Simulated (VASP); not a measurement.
Set up this calculation in VASP 6.6.1, as the native input.

* Task: single point
* Functional: PBE
* Potentials or basis: VASP PAW PBE potentials, release 64 (Hf_pv, Si)
* Cutoff: 520 eV
* k mesh: 4 × 4 × 4
* Occupations: gaussian, width 0.1 eV
* Spin: no spin polarisation
* Dipole correction: no
* Further INCAR settings: ALGO = Normal; EDIFF = 1e-06; NBANDS = 19

The structure of HfSi3 lies in POSCAR:

```
HfSi3
1.0
    3.9245813100      0.0000000000      0.0000000000
    0.0000000000      3.9245813100      0.0000000000
    0.0000000000      0.0000000000      4.1533190500
Hf Si
1 3
Direct
    0.5000000000      0.5000000000      0.5000000000
    0.0000000000      0.5000000000      0.5000000000
    0.5000000000      0.0000000000      0.5000000000
    0.5000000000      0.5000000000      0.0000000000
```

One way to write it, as run:

INCAR

```
PREC = Accurate ; ENCUT = 520
EDIFF = 1E-6 ; ISMEAR = 0
SIGMA = 0.1 ; LREAL = False
LASPH = True ; NELM = 60
ALGO = Normal ; ISIF = 2
LWAVE = False ; LCHARG = False
GGA = PE ; NBANDS = 19
```

KPOINTS

```
regular mesh
0
Gamma
  4 4 4
```

Potentials or basis: VASP PAW PBE potentials, release 64 (Hf_pv, Si).

Command:

```sh
$ cat potpaw_PBE.64/Hf_pv/POTCAR potpaw_PBE.64/Si/POTCAR > POTCAR
$ mpirun -np 1 vasp_std > vasp.out
```

Results of the run:

| Quantity | Value |
| --- | --- |
| Pressure | 98.6 GPa |
| Band gap on the k mesh | zero (band 11 reaches 7.46 eV, above the bottom of band 12 at 5.20 eV) |

Caveat: the k points lie up to 0.40 Å⁻¹ apart; spin-orbit coupling is left out, which moves the levels of the heavy elements.

Run time: 9.3 s on 1 thread of Intel(R) Xeon(R) 6975P-C (Granite Rapids), with other jobs on the host, peak memory 0.18 GiB.
